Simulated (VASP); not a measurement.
# GaN (Fm-3m) in VASP: a series of runs

The runs below take GaN through single point, with PBEsol.

All numbers are computed with VASP 6.6.1; they aren't measurements. Logs are shortened: lines on timing, memory, paths and dates and some standing lists are left out, and cuts for length are marked.

### Step 1. The cell of the first run

Symmetry: Fm-3m, No. 225, cubic system. Conventional cell: a = 4.153 Å, b = 4.153 Å, c = 4.153 Å, α = 90.00°, β = 90.00°, γ = 90.00°. Within 2.7 Å of Ga (site symmetry m-3m) lie 6 N at 2.08 Å. N (site symmetry m-3m) has 6 Ga at 2.08 Å within 2.7 Å.

### Step 2. Single point, PBEsol

INCAR

```
SYSTEM = GaN
PREC = Accurate
ENCUT = 600
EDIFF = 1E-6
ISMEAR = -1
SIGMA = 0.1
LREAL = .False.
LASPH = .True.
NELM = 120
ALGO = Normal
ISIF = 2
LWAVE = .False.
LCHARG = .True.
GGA = PS
LELF = .True.
LVHAR = .True.
NBANDS = 16
GGA_COMPAT = .False.
```

KPOINTS

```
regular mesh
0
Gamma
  8 8 8
  0 0 0
```

POSCAR

```
GaN
1.0
    0.0000000000      2.0767057024      2.0767057024
    2.0767057024      0.0000000000      2.0767057024
    2.0767057024      2.0767057024      0.0000000000
Ga N
1 1
Direct
    0.0000000000      0.0000000000      0.0000000000
    0.5000000000      0.5000000000      0.5000000000
```

Potentials or basis: VASP PAW PBE potentials, release 64 (Ga_d, N).

Run with:

```bash
$ cat potpaw_PBE.64/Ga_d/POTCAR potpaw_PBE.64/N/POTCAR > POTCAR
$ mpirun -np 1 vasp_std > vasp.out
```

OUTCAR:

```text
SYSTEM = GaN
   PREC = Accurate
   ENCUT = 600
   EDIFF = 1E-6
   ISMEAR = -1
   LREAL = .False.
   LASPH = .True.
   NELM = 120
   ISIF = 2
   GGA = PS

 ion  position               nearest neighbor table
   1  0.000  0.000  0.000-   2 2.08   2 2.08   2 2.08   2 2.08   2 2.08   2 2.08
   2  0.500  0.500  0.500-   1 2.08   1 2.08   1 2.08   1 2.08   1 2.08   1 2.08

  LATTYP: Found a face centered cubic cell.
 ALAT       =     4.1534114048

  Lattice vectors:

 A1 = (   0.0000000000,   2.0767057024,   2.0767057024)
 A2 = (   2.0767057024,   0.0000000000,   2.0767057024)
 A3 = (   2.0767057024,   2.0767057024,   0.0000000000)

Analysis of symmetry for initial positions (statically):
=====================================================================
 Subroutine PRICEL returns:
 Original cell was already a primitive cell.

 Routine SETGRP: Setting up the symmetry group for a
 face centered cubic supercell.

 Subroutine GETGRP returns: Found 48 space group operations
 (whereof 48 operations were pure point group operations)
 out of a pool of 48 trial point group operations.

The static configuration has the point symmetry O_h .

Analysis of symmetry for dynamics (positions and initial velocities):
=====================================================================
 Subroutine PRICEL returns:
 Original cell was already a primitive cell.

 Routine SETGRP: Setting up the symmetry group for a
 face centered cubic supercell.

 Subroutine GETGRP returns: Found 48 space group operations
 (whereof 48 operations were pure point group operations)
 out of a pool of 48 trial point group operations.

The dynamic configuration has the point symmetry O_h .

 Subroutine INISYM returns: Found 48 space group operations
 (whereof 48 operations are pure point group operations),
 and found     1 'primitive' translations

----------------------------------------------------------------------------------------

                                     Primitive cell

  volume of cell :      17.9124

  direct lattice vectors                    reciprocal lattice vectors
     0.000000000  2.076705702  2.076705702    -0.240765940  0.240765940  0.240765940
     2.076705702  0.000000000  2.076705702     0.240765940 -0.240765940  0.240765940
     2.076705702  2.076705702  0.000000000     0.240765940  0.240765940 -0.240765940

  length of vectors
     2.936905369  2.936905369  2.936905369     0.417018840  0.417018840  0.417018840

  position of ions in fractional coordinates (direct lattice)
     0.000000000  0.000000000  0.000000000
     0.500000000  0.500000000  0.500000000

  ion indices of the primitive-cell ions
   primitive index   ion index
                 1           1
                 2           2

----------------------------------------------------------------------------------------

 KPOINTS: regular mesh

Automatic generation of k-mesh.
 Grid dimensions read from file:
 generate k-points for:    8    8    8

 Generating k-lattice:

  Cartesian coordinates                     Fractional coordinates (reciprocal lattice)
    -0.030095742  0.030095742  0.030095742     0.125000000  0.000000000  0.000000000
     0.030095742 -0.030095742  0.030095742     0.000000000  0.125000000  0.000000000
     0.030095742  0.030095742 -0.030095742     0.000000000  0.000000000  0.125000000

  Length of vectors
     0.052127355  0.052127355  0.052127355

  Shift w.r.t. Gamma in fractional coordinates (k-lattice)
     0.000000000  0.000000000  0.000000000

 Subroutine IBZKPT returns following result:
 ===========================================

 Found     29 irreducible k-points:

 Following reciprocal coordinates:
            Coordinates               Weight
  0.000000  0.000000  0.000000      1.000000
  0.125000  0.000000  0.000000      8.000000
  0.250000  0.000000  0.000000      8.000000
  0.375000  0.000000  0.000000      8.000000
  0.500000  0.000000  0.000000      4.000000
  0.125000  0.125000  0.000000      6.000000
[... 16 lines left out ...]
  0.500000  0.250000  0.125000     48.000000
 -0.375000  0.250000  0.125000     24.000000
 [... further k-points ...]
   k-points           NKPTS =     29   k-points in BZ     NKDIM =     29   number of bands    NBANDS=     16
   number of dos      NEDOS =    301   number of ions     NIONS =      2
   total plane-waves  NPLWV =  13824
   dimension x,y,z NGX =    24 NGY =   24 NGZ =   24
   dimension x,y,z NGXF=    48 NGYF=   48 NGZF=   48
   ions per type =               1   1
   NGX,Y,Z   is equivalent  to a cutoff of  13.59, 13.59, 13.59 a.u.
   NGXF,Y,Z  is equivalent  to a cutoff of  27.17, 27.17, 27.17 a.u.
 SYSTEM =  GaN
   PREC   = accura    normal or accurate (medium, high low for compatibility)
   ISTART =      0    job   : 0-new  1-cont  2-samecut
   ICHARG =      2    charge: 1-file 2-atom 10-const
   ISPIN  =      1    spin polarized calculation?
   LNONCOLLINEAR =      F non collinear calculations
   LSORBIT =      F    spin-orbit coupling
   LASPH  =      T    aspherical Exc in radial PAW
   ENCUT  =  600.0 eV  44.10 Ry    6.64 a.u.   5.87  5.87  5.87*2*pi/ulx,y,z
   NELM   =    120;   NELMIN=  2; NELMDL= -5     # of ELM steps
   EDIFF  = 0.1E-05   stopping-criterion for ELM
   LREAL  =      F    real-space projection
   EDIFFG = 0.1E-04   stopping-criterion for IOM
   NSW    =      0    number of steps for IOM
   IBRION =     -1    ionic relax: 0-MD 1-quasi-New 2-CG
   NFREE  =      0    steps in history (QN), initial steepest desc. (CG)
   ISIF   =      2    stress and relaxation
   ISYM   =      2    0-nonsym 1-usesym 2-fastsym
   POTIM  = 0.5000    time-step for ionic-motion
   TEBEG  =    0.0;   TEEND  =   0.0 temperature during run
   PSTRESS=    0.0 pullay stress
   NELECT =      18.0000    total number of electrons
   NUPDOWN=      -1.0000    fix difference up-down
   EMIN   =  10.00;   EMAX   =-10.00  energy-range for DOS
   EFERMI =   0.00;   METHOD = LEGACY
   ISMEAR =    -1;   SIGMA  =   0.10  broadening in eV -4-tet -1-fermi 0-gaus
   EFERMI_NEDOS =   21; number of points for ismear=-14 and -15
   IALGO  =     38    algorithm
   IMIX   =      4    mixing-type and parameters
     AMIX     =   0.40;   BMIX     =  1.00
     AMIX_MAG =   1.60;   BMIX_MAG =  1.00
  volume/ion in A,a.u.               =       8.96        60.44
  Fermi-wavevector in a.u.,A,eV,Ry     =   1.639762  3.098700 36.583591  2.688818
  Thomas-Fermi vector in A             =   2.730513
   LORBIT       =      0    0 simple, 1 ext, 2 COOP (PROOUT), +10 PAW based schemes
   GGA     = PS    functional components
   LHFCALC =     F    Hartree Fock is set to
   AEXX    =    0.0000 exact exchange contribution
   IVDW    =     0    specifies the selected vdW correction
   LEPSILON=     F    determine dielectric tensor
   LRPA    =     F    only Hartree local field effects (RPA)
 non-spin polarized calculation
  energy-cutoff  :      600.00
  volume of cell :       17.91
 maximum number of plane-waves:       610
   NGX = 11   NGY = 11   NGZ = 11

 number of electron      17.9999993 magnetization

 Free energy of the ion-electron system (eV)
  ---------------------------------------------------
  ext. energy  EPLUGINS =         0.00000000
  ---------------------------------------------------
  free energy    TOTEN  =       -12.22495397 eV

  energy without entropy =      -12.22438400  energy(sigma->0) =      -12.22466899

 E-fermi :   8.9852     XC(G=0): -13.5830

 val. band max:        8.4306209555   @ k =  -0.2500   0.1250   0.0000
 cond. band min:       9.2945026141   @ k =   0.5000   0.5000   0.0000
 fundamental gap:      0.8638816586
 Fermi energy:         8.9852212163

 k-point     1 :       0.0000    0.0000    0.0000
  band No.  band energies     occupation
      1      -9.4154      2.00000
      2      -5.4778      2.00000
      3      -5.4778      2.00000
      4      -5.4778      2.00000
      5      -5.3667      2.00000
      6      -5.3667      2.00000
[... 8 lines left out ...]
     15      24.9258      0.00000
     16      24.9258      0.00000

 k-point     2 :       0.1250    0.0000    0.0000
  band No.  band energies     occupation
      1      -9.0932      2.00000
      2      -5.4939      2.00000
      3      -5.4662      2.00000
      4      -5.4662      2.00000
      5      -5.3853      2.00000
      6      -5.3853      2.00000
[... 8 lines left out ...]
     15      24.9608      0.00000
     16      24.9608      0.00000

 k-point     3 :       0.2500    0.0000    0.0000
  band No.  band energies     occupation
      1      -8.1777      2.00000
      2      -5.5367      2.00000
      3      -5.5367      2.00000
      4      -5.5356      2.00000
      5      -5.3299      2.00000
      6      -5.3299      2.00000
[... 8 lines left out ...]
     15      26.6616      0.00000
     16      26.6616      0.00000

 k-point     4 :       0.3750    0.0000    0.0000
  band No.  band energies     occupation
      1      -6.8948      2.00000
      2      -5.6328      2.00000
      3      -5.6328      2.00000
      4      -5.6029      2.00000
      5      -5.2461      2.00000
      6      -5.2461      2.00000
[... 8 lines left out ...]
     15      29.4805      0.00000
     16      29.4805      0.00000
[... 324 lines left out ...]
 k-point    22 :       0.3750    0.2500    0.1250
  band No.  band energies     occupation
      1      -7.6638      2.00000
      2      -5.5636      2.00000
      3      -5.5235      2.00000
      4      -5.4397      2.00000
      5      -5.3314      2.00000
      6      -5.1008      2.00000
[... 8 lines left out ...]
     15      30.2232      0.00000
     16      30.6182      0.00000

 k-point    23 :       0.5000    0.2500    0.1250
  band No.  band energies     occupation
      1      -7.0348      2.00000
      2      -5.6016      2.00000
      3      -5.5219      2.00000
      4      -5.4508      2.00000
      5      -5.2436      2.00000
      6      -4.5320      2.00000
[... 8 lines left out ...]
     15      30.2375      0.00000
     16      31.7474      0.00000

 k-point    24 :      -0.3750    0.2500    0.1250
  band No.  band energies     occupation
      1      -6.8247      2.00000
      2      -5.6371      2.00000
      3      -5.5277      2.00000
      4      -5.4346      2.00000
      5      -5.2060      2.00000
      6      -3.9797      2.00000
[... 8 lines left out ...]
     15      27.8878      0.00000
     16      32.6214      0.00000

 [... further k-points ...]

------------------------ aborting loop because EDIFF is reached ----------------------------------------

  FORCE on cell =-STRESS in cart. coord.  units (eV):
  Direction    XX          YY          ZZ          XY          YZ          ZX
  --------------------------------------------------------------------------------------
  -------------------------------------------------------------------------------------
  Total        1.4040954      1.4040954      1.4040954     -0.0000000     -0.0000000      0.0000000
  in kB      125.5892083    125.5892083    125.5892083     -0.0000000     -0.0000000      0.0000000
  external PRESSURE =     125.5892083 kB  Pullay stress =       0.0000000 kB

 VOLUME and BASIS-vectors are now :
 -----------------------------------------------------------------------------
  energy-cutoff  :      600.00
  volume of cell :       17.91
      direct lattice vectors                 reciprocal lattice vectors
     0.000000000  2.076705702  2.076705702    -0.240765940  0.240765940  0.240765940
     2.076705702  0.000000000  2.076705702     0.240765940 -0.240765940  0.240765940
     2.076705702  2.076705702  0.000000000     0.240765940  0.240765940 -0.240765940

 POSITION                                       TOTAL-FORCE (eV/Angst)
 -----------------------------------------------------------------------------------
      0.00000      0.00000      0.00000         0.000000      0.000000      0.000000
      2.07671      2.07671      2.07671        -0.000000     -0.000000     -0.000000
 -----------------------------------------------------------------------------------
    total drift:                                0.000000     -0.000000     -0.000000

  FREE ENERGIE OF THE ION-ELECTRON SYSTEM (eV)
  ---------------------------------------------------
  free  energy   TOTEN  =       -12.2249539729 eV

  energy  without entropy=      -12.2243839981  energy(sigma->0) =      -12.22466899
```

Wall time 8.4 s (1 thread of AMD EPYC 7R13 (Zen 3), shared host); peak memory 0.11 GiB.

What came out:

* Free energy: -12.2250 eV
* Pressure: 12.6 GPa
* Band gap on the k mesh: 0.86 eV, indirect (least direct gap 3.44 eV)

Levels at points of the mesh, in eV from the valence-band top:
```tsv
k point	band 7	band 8	band 9	band 10	band 11	band 12
(0.00, 0.00, 0.00)	-0.57	-0.57	-0.57	2.87	14.93	14.93
(0.50, 0.00, 0.00)	-8.58	-0.15	-0.15	4.84	9.29	9.29
(0.50, 0.50, 0.00)	-7.61	-3.27	-3.27	0.86	7.76	12.40
```

Caveat: the PAW data sets were made with another functional, which shifts forces and pressure a little.

### Step 3. Single point, PBEsol

This run uses another cell than the first one, of 9.35 Å³/atom, 1.043 times its volume.

INCAR

```
SYSTEM = GaN
PREC = Accurate
ENCUT = 600
EDIFF = 1E-6
ISMEAR = -1
SIGMA = 0.1
LREAL = .FALSE.
LASPH = .TRUE.
NELM = 120
ALGO = Normal
ISIF = 2
LWAVE = .FALSE.
LCHARG = .FALSE.
GGA = PS
NBANDS = 16
GGA_COMPAT = .FALSE.
```

KPOINTS

```
regular mesh
0
G
  8 8 8
  0 0 0
```

POSCAR

```
GaN
1.0
    0.0000000000      2.1063769354      2.1063769354
    2.1063769354      0.0000000000      2.1063769354
    2.1063769354      2.1063769354      0.0000000000
Ga N
1 1
Direct
    0.0000000000      0.0000000000      0.0000000000
    0.5000000000      0.5000000000      0.5000000000
```

Potentials or basis: VASP PAW PBE potentials, release 64 (Ga_d, N).

Run with:

```bash
$ cat potpaw_PBE.64/Ga_d/POTCAR potpaw_PBE.64/N/POTCAR > POTCAR
$ mpirun -np 1 vasp_std > vasp.out
```

OUTCAR:

```text
SYSTEM = GaN
   PREC = Accurate
   ENCUT = 600
   EDIFF = 1E-6
   ISMEAR = -1
   LREAL = .FALSE.
   LASPH = .TRUE.
   NELM = 120
   ISIF = 2
   GGA = PS

 ion  position               nearest neighbor table
   1  0.000  0.000  0.000-   2 2.11   2 2.11   2 2.11   2 2.11   2 2.11   2 2.11
   2  0.500  0.500  0.500-   1 2.11   1 2.11   1 2.11   1 2.11   1 2.11   1 2.11

  LATTYP: Found a face centered cubic cell.
 ALAT       =     4.2127538708

  Lattice vectors:

 A1 = (   0.0000000000,   2.1063769354,   2.1063769354)
 A2 = (   2.1063769354,   0.0000000000,   2.1063769354)
 A3 = (   2.1063769354,   2.1063769354,   0.0000000000)

Analysis of symmetry for initial positions (statically):
=====================================================================
 Subroutine PRICEL returns:
 Original cell was already a primitive cell.

 Routine SETGRP: Setting up the symmetry group for a
 face centered cubic supercell.

 Subroutine GETGRP returns: Found 48 space group operations
 (whereof 48 operations were pure point group operations)
[... 156 lines left out ...]
  ---------------------------------------------------
  ext. energy  EPLUGINS =         0.00000000
  ---------------------------------------------------
  free energy    TOTEN  =       -12.25981921 eV

  energy without entropy =      -12.25821776  energy(sigma->0) =      -12.25901849

 E-fermi :   8.3054     XC(G=0): -13.3358

 val. band max:        7.8783211785   @ k =  -0.2500   0.1250   0.0000
 cond. band min:       8.4718533617   @ k =   0.5000   0.5000   0.0000
 fundamental gap:      0.5935321832
 Fermi energy:         8.3053729653

 k-point     1 :       0.0000    0.0000    0.0000
  band No.  band energies     occupation
      1      -9.5215      2.00000
      2      -6.0326      2.00000
      3      -6.0326      2.00000
      4      -6.0326      2.00000
      5      -5.9334      2.00000
      6      -5.9334      2.00000
[... 433 lines left out ...]
      3      -6.0679      2.00000
      4      -5.9845      2.00000
      5      -5.7904      2.00000
      6      -4.5053      2.00000
[... 8 lines left out ...]
     15      26.8509      0.00000
     16      31.5191      0.00000

 [... further k-points ...]
[... 5 lines left out ...]
  --------------------------------------------------------------------------------------
  -------------------------------------------------------------------------------------
  Total        0.1669796      0.1669796      0.1669796      0.0000000      0.0000000     -0.0000000
  in kB       14.3131662     14.3131662     14.3131662      0.0000000      0.0000000     -0.0000000
  external PRESSURE =      14.3131662 kB  Pullay stress =       0.0000000 kB

 VOLUME and BASIS-vectors are now :
 -----------------------------------------------------------------------------
  energy-cutoff  :      600.00
  volume of cell :       18.69
      direct lattice vectors                 reciprocal lattice vectors
     0.000000000  2.106376935  2.106376935    -0.237374418  0.237374418  0.237374418
     2.106376935  0.000000000  2.106376935     0.237374418 -0.237374418  0.237374418
     2.106376935  2.106376935  0.000000000     0.237374418  0.237374418 -0.237374418

 POSITION                                       TOTAL-FORCE (eV/Angst)
 -----------------------------------------------------------------------------------
      0.00000      0.00000      0.00000         0.000000      0.000000      0.000000
      2.10638      2.10638      2.10638         0.000000     -0.000000     -0.000000
 -----------------------------------------------------------------------------------
    total drift:                                0.000000     -0.000000     -0.000000

  FREE ENERGIE OF THE ION-ELECTRON SYSTEM (eV)
  ---------------------------------------------------
  free  energy   TOTEN  =       -12.2598192121 eV

  energy  without entropy=      -12.2582177582  energy(sigma->0) =      -12.25901849
```

It took 8.3 s on 1 thread of AMD EPYC 7R13 (Zen 3), shared host; peak memory 0.11 GiB.

What came out:

```yaml
Free_energy: -12.2598 eV
Pressure: 1.4 GPa
Band_gap_on_the_k_mesh: 0.59 eV, indirect (least direct gap 2.88 eV)
```

Caveat: the PAW data sets were made with another functional, which shifts forces and pressure a little. Expect the measured gap to be larger: semilocal functionals such as PBEsol lack the derivative discontinuity.
